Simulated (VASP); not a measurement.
The system is TlH5.

```
Tl H
1.0
     5.98511    0.00000    0.00000
     0.00000    5.98511    0.00000
     0.00000    0.00000    4.28893
Tl H
1 5
Direct
  0.50000 0.50000 0.00000
  0.06416 0.50000 0.00000
  0.93584 0.50000 0.00000
  0.50000 0.06416 0.00000
  0.50000 0.93584 0.00000
  0.50000 0.50000 0.50000
```

```yaml
Program: VASP 6.6.1
Task: relaxation of cell and atoms
Functional: PBE
Potentials_or_basis: VASP PAW PBE potentials, release 64 (Tl_d, H)
Cutoff: 600 eV
k_mesh: 6 × 6 × 10
Occupations: gaussian, width 0.1 eV
Spin: no spin polarisation
```

At the start: pressure 0.2 GPa; volume 25.61 Å³/atom.

Q: How do energy, volume and symmetry change on relaxing?

A: Over 41 steps the energy falls by 3.3 meV/atom and the volume is 26.33 Å³/atom (+2.8 %); space group P4/mmm (No. 123, to 0.05 Å).

Step by step:
| step | energy change (eV) | largest force (eV/Å) | pressure (GPa) | volume (Å³) |
| --- | --- | --- | --- | --- |
| 1 | 0.0000 | 0.0278 | 0.16 | 153.64 |
| 3 | -0.0009 | 0.1375 | 0.04 | 154.39 |
| 5 | -0.0026 | 0.1306 | 0.03 | 155.16 |
| 7 | -0.0084 | 0.0941 | -0.01 | 158.62 |
| 9 | -0.0107 | 0.1370 | -0.09 | 172.47 |
| 11 | -0.0127 | 0.0319 | -0.05 | 165.89 |
| 13 | -0.0127 | 0.1064 | -0.15 | 166.76 |
| 15 | -0.0134 | 0.0380 | -0.12 | 166.47 |
| 17 | -0.0177 | 0.1166 | -0.14 | 166.29 |
| 19 | -0.0178 | 0.1107 | -0.16 | 166.31 |
| 21 | -0.0181 | 0.0491 | -0.09 | 166.16 |
| 23 | -0.0182 | 0.0283 | -0.08 | 166.11 |
| 25 | -0.0184 | 0.0166 | -0.07 | 165.99 |
| 27 | -0.0186 | 0.0053 | -0.07 | 165.56 |
| 29 | -0.0192 | 0.0428 | -0.10 | 163.63 |
| 31 | -0.0192 | 0.0634 | -0.11 | 162.71 |
| 33 | -0.0194 | 0.0301 | -0.09 | 162.13 |
| 35 | -0.0196 | 0.0176 | -0.06 | 161.12 |
| 37 | -0.0198 | 0.0034 | -0.04 | 159.84 |
| 39 | -0.0197 | 0.0298 | 0.03 | 157.37 |
| 41 | -0.0198 | 0.0011 | 0.00 | 157.98 |

Final structure:
```yaml
crystal:
  lattice:
    - [6.24877, 0.00000, 0.00000]
    - [0.00000, 6.24877, 0.00000]
    - [0.00000, 0.00000, 4.04592]
  atoms:
    - { symbol: Tl, position: [0.50000, 0.50000, 0.00000] }
    - { symbol: H, position: [0.06159, 0.50000, 0.00000] }
    - { symbol: H, position: [0.93841, 0.50000, 0.00000] }
    - { symbol: H, position: [0.50000, 0.06159, 0.00000] }
    - { symbol: H, position: [0.50000, 0.93841, 0.00000] }
    - { symbol: H, position: [0.50000, 0.50000, 0.50000] }
```
